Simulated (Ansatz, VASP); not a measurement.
**Two plane-wave programs on Fe3Co2**

File INCAR:

```
SYSTEM = Fe3Co2
ALGO = Fast
EDIFF = 1E-7
EDIFFG = -0.04
ENCUT = 600
GGA = PE
IBRION = 2
ISIF = 3
ISMEAR = 0
ISPIN = 2
LASPH = .True.
LCHARG = .False.
LMAXMIX = 4
LORBIT = 11
LREAL = .False.
LWAVE = .False.
MAGMOM = 4 -4 -4 4 4 -4 3 -3 3 3
NELM = 150
NSW = 90
PREC = Accurate
SIGMA = 0.1
```

The input KPOINTS:

```
k-points
0
Gamma
  6 6 1
  0 0 0
```

The input POSCAR:

```
Fe3Co2
1.0
    2.5236462700      0.0000000000      0.0000000000
   -1.2618231300      2.1855417800      0.0000000000
    0.0000000000      0.0000000000     19.9131034000
Fe Co
6 4
Direct
    0.3333333300      0.6666666700      0.9500000000
    0.3333333300      0.6666666700      0.3500000000
    0.3333333300      0.6666666700      0.5500000000
    0.6666666700      0.3333333300      0.6500000000
    0.6666666700      0.3333333300      0.0500000000
    0.6666666700      0.3333333300      0.4500000000
    0.3333333300      0.6666666700      0.7500000000
    0.3333333300      0.6666666700      0.1500000000
    0.6666666700      0.3333333300      0.8500000000
    0.6666666700      0.3333333300      0.2500000000
```

Input for Ansatz:

```yaml
crystal:
  lattice:
    - [2.52364627, 0.0, 0.0]
    - [-1.26182313, 2.18554178, 0.0]
    - [0.0, 0.0, 19.9131034]
  atoms:
    - { symbol: Fe, position: [0.33333333, 0.66666667, 0.95], spin: 4.0 }
    - { symbol: Fe, position: [0.33333333, 0.66666667, 0.35], spin: -4.0 }
    - { symbol: Fe, position: [0.33333333, 0.66666667, 0.55], spin: -4.0 }
    - { symbol: Fe, position: [0.66666667, 0.33333333, 0.65], spin: 4.0 }
    - { symbol: Fe, position: [0.66666667, 0.33333333, 0.05], spin: 4.0 }
    - { symbol: Fe, position: [0.66666667, 0.33333333, 0.45], spin: -4.0 }
    - { symbol: Co, position: [0.33333333, 0.66666667, 0.75], spin: 3.0 }
    - { symbol: Co, position: [0.33333333, 0.66666667, 0.15], spin: -3.0 }
    - { symbol: Co, position: [0.66666667, 0.33333333, 0.85], spin: 3.0 }
    - { symbol: Co, position: [0.66666667, 0.33333333, 0.25], spin: 3.0 }
basis:
  ecutwfc: 420
kpoints:
  mp_grid: { grid: [6, 6, 1] }
hamiltonian:
  xc: pbe
scf:
  occupations: { method: gaussian, width: 0.1 }
  lower_state_search: "off"
output:
  forces: true
  stress: true
  eigenvalues: true
  populations: true
magnetization:
  spin_polarized: true
relax:
  adjacent_minimum: "off"
  f_tol: 0.04
  max_steps: 70
  cell: { stress_tol: 0.4 }
```

Alike in both runs: task relaxation of cell and atoms; functional PBE; k mesh 6 × 6 × 1; occupations gaussian, width 0.1 eV; collinear spin.

|  | VASP | Ansatz |
| --- | --- | --- |
| version | VASP 6.6.1 | Ansatz 0.2.0 |
| potentials or method | VASP PAW PBE potentials, release 64 (Fe, Co), cutoff 600 eV | scalar-relativistic, plane waves, PAW |
| valence electrons in the cell | 84 | 164 |

Ansatz gave:

```
gap on the k mesh at the Fermi level, each at its own relaxed structure (eV) : none
net moment per atom (μB)                                                     : 0.00
size of the moment on the site where the two differ most (μB)                : 0.76
relaxed volume (Å³/atom)                                                     : 10.63
relaxed length of the cell vector where the two differ most in proportion (Å)              : 19.929
```

Question: Estimate VASP's values.

Answer: gap on the k mesh at the Fermi level, each at its own relaxed structure (eV): none; net moment per atom (μB): 0.26; size of the moment on the site where the two differ most (μB): 2.31; relaxed volume (Å³/atom): 10.97; relaxed length of the cell vector where the two differ most in proportion (Å): 20.619.

The net moments are unlike, so the other rows may belong to different states. Site moments also hang on the region over which each program counts them. A gap of «none» marks a metal or a gap that the smearing closes. VASP's potentials hold 84 valence electrons a cell and Ansatz's 164, so a difference there can come from the potentials and not from the codes. Ansatz's warnings: seeded moment not kept.

The k mesh is coarse, so the values compare programs but aren't converged.
